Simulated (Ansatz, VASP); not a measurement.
Two plane-wave programs on BN

```
CELL_PARAMETERS angstrom
2.51218 0.00000 0.00000
-1.25609 2.17561 0.00000
0.00000 0.00000 8.84375
ATOMIC_POSITIONS crystal
B 0.33333 0.66667 0.25000
B 0.66667 0.33333 0.75000
N 0.33333 0.66667 0.75000
N 0.66667 0.33333 0.25000
```

Alike in both runs: task single point; functional PBE; k mesh 12 × 12 × 4; occupations gaussian, width 0.02 eV; no spin polarisation.

```csv
,VASP,Ansatz
version,VASP 6.6.1,Ansatz 0.2.0
potentials or method,"VASP PAW PBE potentials, release 64 (B, N), cutoff 520 eV","scalar-relativistic, plane waves, PAW"
valence electrons in the cell,16,16
```

```tsv
	VASP	Ansatz	Ansatz less VASP
gap on the k mesh at the Fermi level (eV)	4.29	4.29	+0.001
least direct gap on the mesh (eV)	4.66	4.66	+0.003
pressure (GPa)	0.0	0.0	-0.05
traceless stress, the component that is largest in VASP (GPa)	-0.17	-0.02	+0.154
```
